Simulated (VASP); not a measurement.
Write the native input for VASP 6.6.1 that does the following.

* Task: single point
* Functional: r2SCAN
* Dispersion: rVV10
* Potentials or basis: VASP PAW PBE potentials, release 64 (Mg, O)
* Cutoff: 520 eV
* k mesh: 12 × 12 × 2
* Occupations: fermi-dirac, width 0.03 eV
* Spin: no spin polarisation
* Dipole correction: no
* Further INCAR settings: ALGO = Normal; EDIFF = 1e-07; NBANDS = 26

Crystal: MgO.

```
Mg O
1.0
     3.24065    0.00000    0.00000
    -1.62033    2.80649    0.00000
     0.00000    0.00000   10.37097
Mg O
4 4
Direct
  0.00000 0.00000 0.99782
  0.33333 0.66667 0.24917
  0.00000 0.00000 0.49782
  0.66667 0.33333 0.74917
  0.00000 0.00000 0.18918
  0.33333 0.66667 0.43883
  0.00000 0.00000 0.68918
  0.66667 0.33333 0.93883
```

The input as run:

POSCAR

```
MgO
1.0
    3.2406520488      0.0000000000      0.0000000000
   -1.6203260244      2.8064869990      0.0000000000
    0.0000000000      0.0000000000     10.3709734939
Mg O
4 4
Direct
    0.0000000000      0.0000000000     -0.0021828373
    0.3333333333      0.6666666667      0.2491746314
    0.0000000000      0.0000000000      0.4978171627
    0.6666666667      0.3333333333      0.7491746314
    0.0000000000      0.0000000000      0.1891813157
    0.3333333333      0.6666666667      0.4388268903
    0.0000000000      0.0000000000      0.6891813157
    0.6666666667      0.3333333333      0.9388268903
```

INCAR.step1

```
SYSTEM = MgO
  ALGO = Normal
  EDIFF = 1E-4
  ENCUT = 520
  GGA = PE
  ISMEAR = -1
  LASPH = .True.
  LCHARG = .False.
  LREAL = .False.
  LWAVE = .True.
  NBANDS = 26
  NELM = 60
  PREC = Accurate
  SIGMA = 0.03
```

INCAR.step2

```
SYSTEM = MgO
  ALGO = Normal
  BPARAM = 11.95
  CPARAM = 0.0093
  EDIFF = 1E-7
  ENCUT = 520
  ISIF = 2
  ISMEAR = -1
  ISTART = 1
  IVDW_NL = 2
  LASPH = .True.
  LCHARG = .False.
  LMIXTAU = .True.
  LREAL = .False.
  LUSE_VDW = .True.
  LWAVE = .False.
  METAGGA = R2SCAN
  NBANDS = 26
  NELM = 60
  PREC = Accurate
  SIGMA = 0.03
```

KPOINTS

```
k-points
0
Gamma
  12 12 2
  0 0 0
```

Potentials or basis: VASP PAW PBE potentials, release 64 (Mg, O).

The run is started by

```console
$ cat potpaw_PBE.64/Mg/POTCAR potpaw_PBE.64/O/POTCAR > POTCAR
$ cp INCAR.step1 INCAR
$ mpirun -np 1 vasp_std > vasp.out
$ cp INCAR.step2 INCAR
$ mpirun -np 1 vasp_std > vasp.out
```

Results of the run:

The pressure is -0.5 GPa. The largest force is 0.003 eV/Å and the band gap on the k mesh is 4.26 eV.

Caveat: the PAW data sets were made with another functional, which shifts forces and pressure a little.

It took 12 min on 1 thread of Intel Xeon 8259CL, on a shared host, peak memory 0.44 GiB.
